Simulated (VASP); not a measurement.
## ZnS: relaxation of cell and atoms with PBE

The system is ZnS.

```xyz
2
Lattice="4.1735 0.0000 0.0000 0.0000 4.7962 0.0000 0.0000 0.0000 5.2264" Properties=species:S:1:pos:R:3 pbc="T T T"
Zn    0.0000    2.3981    2.6132
S     2.0868    2.3981    2.6132
```

The cell was built from a structure type or drawn by symmetry, and may not be a known phase.

| Property | Result |
| --- | --- |
| Program | VASP 6.6.1 |
| Task | relaxation of cell and atoms |
| Functional | PBE |
| Potentials or basis | VASP PAW PBE potentials, release 64 (Zn, S) |
| Cutoff | 600 eV |
| k mesh | 8 × 6 × 6 |
| Occupations | gaussian, width 0.02 eV |
| Spin | no spin polarisation |
| Dipole correction | no |
| Further INCAR settings | ALGO = Normal; EDIFF = 1e-07; IBRION = 2; EDIFFG = -0.01; NSW = 100; ISIF = 3 |

```json
{"Relaxed cell": "a = 4.180 Å, b = 5.583 Å, c = 5.510 Å, α = 90.00°, β = 90.00°, γ = 90.00°", "Space group after relaxing (to 0.1 Å)": "P4/mmm (No. 123)", "Energy gained by relaxing": "4.0 meV/atom", "Ionic steps": "18", "Pressure after relaxing": "0.0 GPa", "Band gap on the k mesh": "1.38 eV (least direct gap 2.39 eV)"}
```

The path:
```tsv
step	energy change (eV)	largest force (eV/Å)	pressure (GPa)	volume (Å³)
1	0.0000	0.0000	0.15	104.62
2	0.0000	0.0000	-0.08	105.35
3	-0.0002	0.0000	0.03	104.99
4	-0.0006	0.0000	0.03	105.48
5	-0.0019	0.0000	0.05	106.95
6	-0.0038	0.0000	0.08	109.91
7	-0.0061	0.0000	0.16	115.92
8	-0.0065	0.0000	0.28	128.28
9	-0.0069	0.0000	0.24	124.04
10	-0.0071	0.0000	0.20	124.40
11	-0.0072	0.0000	0.20	124.59
12	-0.0073	0.0000	0.17	124.97
13	-0.0076	0.0000	0.14	125.74
14	-0.0080	0.0000	0.06	127.28
15	-0.0079	0.0000	-0.09	130.40
16	-0.0081	0.0000	0.02	128.33
17	-0.0081	0.0000	-0.01	128.85
18	-0.0081	0.0000	0.00	128.61
```

Final structure:
```yaml
crystal:
  lattice:
    - [4.18038, 0.00000, 0.00000]
    - [0.00000, 5.58297, 0.00000]
    - [0.00000, 0.00000, 5.51034]
  atoms:
    - { symbol: Zn, position: [0.00000, 0.50000, 0.50000] }
    - { symbol: S, position: [0.50000, 0.50000, 0.50000] }
```

Levels at points of the mesh, in eV from the valence-band top:
```
           k point  band 5  band 6  band 7  band 8  band 9  band 10  band 11  band 12  band 13
(0.00, 0.00, 0.00)   -6.57   -6.19   -2.92   -1.03   -1.02     1.38     5.04     6.88     7.33
(0.50, 0.00, 0.00)   -6.56   -6.56   -4.11   -0.02   -0.01     4.35     4.39     5.89     6.28
(0.00, 0.50, 0.00)   -6.57   -6.18   -2.91   -1.24   -1.00     1.56     5.32     6.21     7.59
(0.50, 0.50, 0.00)   -6.56   -6.56   -4.08   -0.16    0.00     3.56     4.47     6.75     7.55
(0.00, 0.00, 0.50)   -6.57   -6.18   -2.91   -1.24   -1.01     1.57     5.34     6.21     7.56
(0.50, 0.00, 0.50)   -6.56   -6.56   -4.08   -0.16   -0.01     3.54     4.45     6.78     7.57
(0.00, 0.50, 0.50)   -6.56   -6.18   -2.91   -1.21   -1.20     1.71     5.79     6.03     6.04
(0.50, 0.50, 0.50)   -6.56   -6.56   -4.05   -0.14   -0.13     3.71     3.74     7.63     7.80
```

It took 8.8 min on 1 thread of AMD EPYC 9R45 96-Core Processor (Zen 5), on a shared host, peak memory 0.31 GiB.

Caveat: the volume moved by over 15 % at a fixed basis, so the end points are rough. A k mesh can miss the band edges.
